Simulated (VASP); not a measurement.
Set up this calculation in VASP 6.6.1, as the native input.

```yaml
Task: single point
Functional: PBE
Potentials_or_basis: VASP PAW PBE potentials, release 64 (Cl, Lu, O, Tl_d)
Cutoff: 600 eV
k_mesh: 5 × 5 × 2
Occupations: fermi-dirac, width 0.0146 eV
Spin: no spin polarisation
Dipole_correction: no
Further_INCAR_settings: ALGO = Normal; EDIFF = 1e-06; NBANDS = 51
```

The structure of LuTl2ClO4 lies in POSCAR:

```
LuTl2ClO4
1.0
    3.8154370000      0.0000000000      0.0000000000
    0.0000000000      3.8154370000      0.0000000000
    0.0000000000      0.0000000000      8.8380170000
Cl Lu O Tl
1 1 4 2
Direct
    0.0000000000      0.0000000000      0.5000000000
    0.0000000000      0.0000000000      0.0000000000
    0.5000000000      0.0000000000      0.8480000000
    0.0000000000      0.5000000000      0.8480000000
    0.5000000000      0.0000000000      0.1520000000
    0.0000000000      0.5000000000      0.1520000000
    0.5000000000      0.5000000000      0.7193000000
    0.5000000000      0.5000000000      0.2807000000
```

One way to write it, as run:

INCAR

```
PREC     = Accurate       # precision mode
ENCUT    = 600            # plane-wave cutoff, eV
EDIFF    = 1E-6           # SCF threshold, eV
ISMEAR   = -1             # smearing method
SIGMA    = 0.0146         # smearing width, eV
LREAL    = F              # projectors in reciprocal space
LASPH    = T              # aspherical terms in the spheres
NELM     = 120            # most SCF steps
ALGO     = Normal         # electronic algorithm
ISIF     = 2              # what is computed and relaxed
LWAVE    = F              # write WAVECAR
LCHARG   = T              # write CHGCAR
GGA      = PE             # functional
LELF     = T              # ELF
LVHAR    = T            
NBANDS   = 51             # bands
GGA_COMPAT= F
```

KPOINTS

```
regular mesh
0
Gamma
  5 5 2
```

Potentials or basis: VASP PAW PBE potentials, release 64 (Cl, Lu, O, Tl_d).

Launch:

```sh
$ cat potpaw_PBE.64/Cl/POTCAR potpaw_PBE.64/Lu/POTCAR potpaw_PBE.64/O/POTCAR potpaw_PBE.64/Tl_d/POTCAR > POTCAR
$ mpirun -np 1 vasp_std > vasp.out
```

It gave:

| Quantity | Value |
| --- | --- |
| Pressure | 3.6 GPa |
| Largest force | 0.212 eV/Å |
| Band gap on the k mesh | zero (bands 41 and 42 overlap by 0.11 eV) |

Caveat: the stress differs along the axes, from -2 to 6 GPa; spin-orbit coupling is left out, which moves the levels of the heavy elements.

Wall time 3.6 min on 1 thread of Intel Xeon 8259CL (shared host), peak memory 0.28 GiB.
